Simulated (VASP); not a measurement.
# Bi in VASP: single point with PBE

Aim: the single point of Bi with PBE.

Everything below comes from runs of VASP 6.6.1. Logs are shortened: lines on timing, memory, paths and dates and some standing lists are left out, and cuts for length are marked.

### 1 The cell of the first run

The cell holds a slab with vacuum, 4 atoms: a = 5.118 Å, b = 4.520 Å, c = 29.360 Å, α = 90.00°, β = 90.00°, γ = 90.00°.

### 2 Single point, PBE

File INCAR:

```
SYSTEM = Bi
ALGO = Normal
DIPOL = 0.5 0.5 0.324
EDIFF = 1E-6
ENCUT = 520
GGA = PE
IDIPOL = 3
ISIF = 2
ISMEAR = 0
LASPH = .TRUE.
LCHARG = .FALSE.
LDIPOL = .TRUE.
LREAL = .FALSE.
LWAVE = .FALSE.
NBANDS = 38
NELM = 100
PREC = Accurate
SIGMA = 0.01
```

File KPOINTS:

```
k-points
0
G
  6 6 1
  0 0 0
```

File POSCAR:

```
Bi
1.0
    5.1182504343      0.0000000000      0.0000000000
    0.0000000000      4.5196968354      0.0000000000
    0.0000000000      0.0000000000     29.3597916812
Bi
4
Direct
    0.0480844864      0.0000000000      0.3738669602
    0.4519155136      0.5000000000      0.3738669602
    0.5480844864      0.5000000000      0.2732765961
    0.9519155136      0.0000000000      0.2732765961
```

Potentials or basis: VASP PAW PBE potentials, release 64 (Bi_d).

On the command line:

```sh
$ cat potpaw_PBE.64/Bi_d/POTCAR > POTCAR
$ mpirun -np 1 vasp_std > vasp.out
```

OUTCAR:

```text
SYSTEM = Bi
   EDIFF = 1E-6
   ENCUT = 520
   GGA = PE
   ISIF = 2
   ISMEAR = 0
   LASPH = .TRUE.
   LREAL = .FALSE.
   NELM = 100
   PREC = Accurate

 ion  position               nearest neighbor table
   1  0.048  0.000  0.374-   4 2.99   2 3.06   2 3.06   2 3.80   2 3.80
   2  0.452  0.500  0.374-   3 2.99   1 3.06   1 3.06   1 3.80   1 3.80
   3  0.548  0.500  0.273-   2 2.99   4 3.06   4 3.06   4 3.80   4 3.80
   4  0.952  0.000  0.273-   1 2.99   3 3.06   3 3.06   3 3.80   3 3.80

  LATTYP: Found a simple orthorhombic cell.
 ALAT       =     4.5196968354
 B/A-ratio  =     1.1324322451
 C/A-ratio  =     6.4959648292

  Lattice vectors:

 A1 = (   0.0000000000,  -4.5196968354,   0.0000000000)
 A2 = (   5.1182504343,   0.0000000000,   0.0000000000)
 A3 = (   0.0000000000,   0.0000000000,  29.3597916812)

Analysis of symmetry for initial positions (statically):
=====================================================================
 Subroutine PRICEL returns:
 Original cell was already a primitive cell.

 Routine SETGRP: Setting up the symmetry group for a
 simple orthorhombic supercell.

 Subroutine GETGRP returns: Found  8 space group operations
 (whereof  2 operations were pure point group operations)
 out of a pool of  8 trial point group operations.

The static configuration has the point symmetry C_1h.
 The point group associated with its full space group is D_2h.

Analysis of symmetry for dynamics (positions and initial velocities):
=====================================================================
 Subroutine PRICEL returns:
 Original cell was already a primitive cell.

 Routine SETGRP: Setting up the symmetry group for a
 simple orthorhombic supercell.

 Subroutine GETGRP returns: Found  8 space group operations
 (whereof  2 operations were pure point group operations)
 out of a pool of  8 trial point group operations.

The dynamic configuration has the point symmetry C_1h.
 The point group associated with its full space group is D_2h.

 Subroutine INISYM returns: Found  8 space group operations
 (whereof  2 operations are pure point group operations),
 and found     1 'primitive' translations

----------------------------------------------------------------------------------------

                                     Primitive cell

  volume of cell :     679.1783

  direct lattice vectors                    reciprocal lattice vectors
[... 89 lines left out ...]
   ISYM   =      2    0-nonsym 1-usesym 2-fastsym
   POTIM  = 0.5000    time-step for ionic-motion
   TEBEG  =    0.0;   TEEND  =   0.0 temperature during run
   PSTRESS=    0.0 pullay stress
   NELECT =      60.0000    total number of electrons
   NUPDOWN=      -1.0000    fix difference up-down
   EMIN   =  10.00;   EMAX   =-10.00  energy-range for DOS
   EFERMI =   0.00;   METHOD = LEGACY
   ISMEAR =     0;   SIGMA  =   0.01  broadening in eV -4-tet -1-fermi 0-gaus
   EFERMI_NEDOS =   21; number of points for ismear=-14 and -15
   IALGO  =     38    algorithm
   IMIX   =      4    mixing-type and parameters
     AMIX     =   0.40;   BMIX     =  1.00
     AMIX_MAG =   1.60;   BMIX_MAG =  1.00
  volume/ion in A,a.u.               =     169.79      1145.83
  Fermi-wavevector in a.u.,A,eV,Ry     =   0.729117  1.377832  7.233018  0.531612
  Thomas-Fermi vector in A             =   1.820759
   LORBIT       =      0    0 simple, 1 ext, 2 COOP (PROOUT), +10 PAW based schemes
   GGA     = PE    functional components
   LHFCALC =     F    Hartree Fock is set to
   AEXX    =    0.0000 exact exchange contribution
   IVDW    =     0    specifies the selected vdW correction
   LEPSILON=     F    determine dielectric tensor
   LRPA    =     F    only Hartree local field effects (RPA)
 non-spin polarized calculation
 Gauss-broadening in eV      SIGMA  =   0.01
  energy-cutoff  :      520.00
  volume of cell :      679.18
 maximum number of plane-waves:     18341
 NGX is ok and might be reduce to    40
   NGX = 19   NGY = 17   NGZ =109

 dipolmoment           0.000000      0.000000      0.000003 electrons x Angstroem

 number of electron      60.0000022 magnetization

 dipolmoment           0.000000      0.000000     -0.000001 electrons x Angstroem

 Free energy of the ion-electron system (eV)
  ---------------------------------------------------
  ext. energy  EPLUGINS =         0.00000000
  ---------------------------------------------------
  free energy    TOTEN  =       -15.08922758 eV

  energy without entropy =      -15.08922758  energy(sigma->0) =      -15.08922758

 E-fermi :  -1.8144     XC(G=0):  -2.4116

 val. band max:       -1.8849198109   @ k =   0.0000   0.0000   0.0000
 cond. band min:      -1.3381633934   @ k =   0.0000   0.0000   0.0000
 fundamental gap:      0.5467564175
 Fermi energy:        -1.8143606396

 k-point     1 :       0.0000    0.0000    0.0000
  band No.  band energies     occupation
      1     -24.5474      2.00000
      2     -24.5447      2.00000
      3     -24.5356      2.00000
      4     -24.4206      2.00000
      5     -24.4077      2.00000
      6     -24.4073      2.00000
[... 645 lines left out ...]
     37       3.8128      0.00000
     38       3.8128      0.00000

------------------------ aborting loop because EDIFF is reached ----------------------------------------

 vacuum level on the upper side and lower side of the slab       (xc-potential included)        -0.005        -0.005

  FORCE on cell =-STRESS in cart. coord.  units (eV):
  Direction    XX          YY          ZZ          XY          YZ          ZX
  --------------------------------------------------------------------------------------
  -------------------------------------------------------------------------------------
  Total        0.5259532      0.9272376      0.8093144     -0.0000000      0.0000000     -0.0000000
  in kB        1.2407203      2.1873475      1.9091676     -0.0000000      0.0000000     -0.0000000
  external PRESSURE =       1.7790785 kB  Pullay stress =       0.0000000 kB

 VOLUME and BASIS-vectors are now :
 -----------------------------------------------------------------------------
  energy-cutoff  :      520.00
  volume of cell :      679.18
      direct lattice vectors                 reciprocal lattice vectors
     5.118250434  0.000000000  0.000000000     0.195379263  0.000000000  0.000000000
     0.000000000  4.519696835  0.000000000     0.000000000  0.221253778  0.000000000
     0.000000000  0.000000000 29.359791681     0.000000000  0.000000000  0.034060187

 POSITION                                       TOTAL-FORCE (eV/Angst)
 -----------------------------------------------------------------------------------
      0.24611      0.00000     10.97666        -0.159043      0.000000      0.148118
      2.31302      2.25985     10.97666         0.159043     -0.000000      0.148118
      2.80523      2.25985      8.02334        -0.159043     -0.000000     -0.148118
      4.87214      0.00000      8.02334         0.159043      0.000000     -0.148118
 -----------------------------------------------------------------------------------
    total drift:                               -0.000000     -0.000000     -0.000093

  FREE ENERGIE OF THE ION-ELECTRON SYSTEM (eV)
  ---------------------------------------------------
  free  energy   TOTEN  =       -15.0892275777 eV

  energy  without entropy=      -15.0892275777  energy(sigma->0) =      -15.08922758

 vacuum level on the upper side and lower side of the slab         2.095         2.095
```

stdout:

```text
POSCAR found type information on POSCAR Bi
 POSCAR found :  1 types and       4 ions
 scaLAPACK will be used
 LDA part: xc-table for (Slater+PW92), standard interpolation
 POSCAR, INCAR and KPOINTS ok, starting setup
 FFT: planning ... GRIDC
 FFT: planning ... GRID_SOFT
 FFT: planning ... GRID
 WAVECAR not read
 entering main loop
```

It took 17 min on 1 thread of Oxide Virtual Turin-like, shared host; peak memory 0.76 GiB.

Results:

| Quantity | Value |
| --- | --- |
| Free energy | -15.0892 eV |
| Largest force | 0.217 eV/Å |

Forces in eV/Å, atoms in the order of the input:
```
Bi  -0.159  0.000  0.148
Bi   0.159  0.000  0.148
Bi  -0.159  0.000 -0.148
Bi   0.159  0.000 -0.148
```

Caveat: spin-orbit coupling is left out, which moves the levels of the heavy elements.
